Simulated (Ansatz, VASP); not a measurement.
## TiC: VASP beside Ansatz

File INCAR:

```
SYSTEM = TiC
PREC = Accurate ; ENCUT = 520
EDIFF = 1E-7 ; ISMEAR = -1
SIGMA = 0.05 ; LREAL = .FALSE.
LASPH = .TRUE. ; NELM = 100
ALGO = Normal ; ISIF = 2
LWAVE = .FALSE. ; LCHARG = .FALSE.
GGA = CA ; NBANDS = 15
```

The input KPOINTS:

```
Automatic mesh
0
G
  11 11 11
  0 0 0
```

POSCAR

```
TiC
1.0
    3.0002655191      0.0000000000      0.0000000000
    1.5001327596      2.5983061577      0.0000000000
    1.5001327596      0.8661020526      2.4497065382
Ti C
1 1
Direct
    0.0000000000      0.0000000000      0.0000000000
    0.5000000000      0.5000000000      0.5000000000
```

input.yaml

```yaml
crystal:
  lattice:
    - [3.0002655191, 0.0, 0.0]
    - [1.5001327596, 2.5983061577, 0.0]
    - [1.5001327596, 0.8661020526, 2.4497065382]
  atoms:
    - { symbol: Ti, position: [0.0, 0.0, 0.0] }
    - { symbol: C, position: [0.5, 0.5, 0.5] }
hamiltonian:
  xc: lda
  pseudopotentials: { kind: paw }
kpoints:
  mp_grid: { grid: [11, 11, 11] }
scf:
  occupations: { method: fermi_dirac, width: 0.05 }
output:
  forces: true
  stress: true
  eigenvalues: true
```

Alike in both runs: task single point; functional LDA; k mesh 11 × 11 × 11; occupations fermi-dirac, width 0.05 eV; no spin polarisation.

```csv
,VASP,Ansatz
version,VASP 6.6.1,Ansatz 0.2.0
potentials or method,"VASP PAW LDA potentials, release 64 (Ti_sv, C)",Ansatz PAW
plane-wave cutoff (eV),520,420
valence electrons in the cell,16,16
```

```tsv
	VASP	Ansatz	Ansatz less VASP
gap on the k mesh at the Fermi level (eV)	none	none	-
pressure (GPa)	4.4	3.7	-0.70
```

LDA's correlation is that of Perdew and Zunger in VASP and of Perdew and Wang (1992) in Ansatz. A gap of «none» marks a metal or a gap that the smearing closes.
